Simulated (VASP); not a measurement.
Write the native input for VASP 6.6.1 that does the following.

```
Task                   : single point
Functional             : LDA
Potentials or basis    : VASP PAW LDA potentials, release 64 (Na_pv)
Cutoff                 : 520 eV
k mesh                 : 13 × 13 × 13
Occupations            : fermi-dirac, width 0.05 eV
Spin                   : no spin polarisation
Dipole correction      : no
Further INCAR settings : ALGO = Normal; EDIFF = 1e-06; NBANDS = 10
```

The structure of Na lies in POSCAR:

```
Na
1.0
   -1.8513620357      1.8513620357      1.8513620357
    1.8513620357     -1.8513620357      1.8513620357
    1.8513620357      1.8513620357     -1.8513620357
Na
1
Direct
    0.0000000000      0.0000000000      0.0000000000
```

One way to write it, as run:

INCAR

```
PREC = Accurate
ENCUT = 520
EDIFF = 1E-6
ISMEAR = -1
SIGMA = 0.05
LREAL = F
LASPH = T
NELM = 80
ALGO = Normal
ISIF = 2
LWAVE = F
LCHARG = F
GGA = CA
NBANDS = 10
```

KPOINTS

```
Automatic mesh
0
Gamma
  13 13 13
```

Potentials or basis: VASP PAW LDA potentials, release 64 (Na_pv).

Launch:

```sh
$ cat potpaw_LDA.64/Na_pv/POTCAR > POTCAR
$ mpirun -np 1 vasp_std > vasp.out
```

Results of the run:

| Item | Value |
| --- | --- |
| Pressure | 4.1 GPa |
| Band gap on the k mesh | zero (an odd number of electrons rules out a gap without spin polarisation) |

Caveat: the cell stands under pressure.

Run time: 19 s on 1 thread of AMD EPYC 7R13, with other jobs on the host, peak memory 0.1 GiB.
